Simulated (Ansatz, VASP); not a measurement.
Two plane-wave programs on ScSiS3

```
CELL_PARAMETERS angstrom
4.88332 0.00000 0.00000
0.00000 4.88332 0.00000
0.00000 0.00000 4.88332
ATOMIC_POSITIONS crystal
Sc 0.00000 0.00000 0.00000
Si 0.50000 0.50000 0.50000
S 0.50000 0.00000 0.00000
S 0.00000 0.50000 0.00000
S 0.00000 0.00000 0.50000
```

Alike in both runs: functional PBE; k mesh 8 × 8 × 8; occupations gaussian, width 0.1 eV; no spin polarisation.

Ansatz relaxed the structure, and its values are those at the end. VASP's run is a single point on that final structure, the one shown.

```csv
,VASP,Ansatz
version,VASP 6.6.1,Ansatz 0.2.0
potentials or method,"VASP PAW PBE potentials, release 64 (Sc_sv, Si, S), cutoff 520 eV","scalar-relativistic, plane waves, PAW"
valence electrons in the cell,33,33
```

VASP gave:

| Property | Result |
| --- | --- |
| gap on the k mesh at the Fermi level (eV) | none |
| pressure (GPa) | 0.1 |

Question: Which values does Ansatz return?

Answer: gap on the k mesh at the Fermi level (eV): none; pressure (GPa): 0.0.

A gap of «none» marks a metal or a gap that the smearing closes.
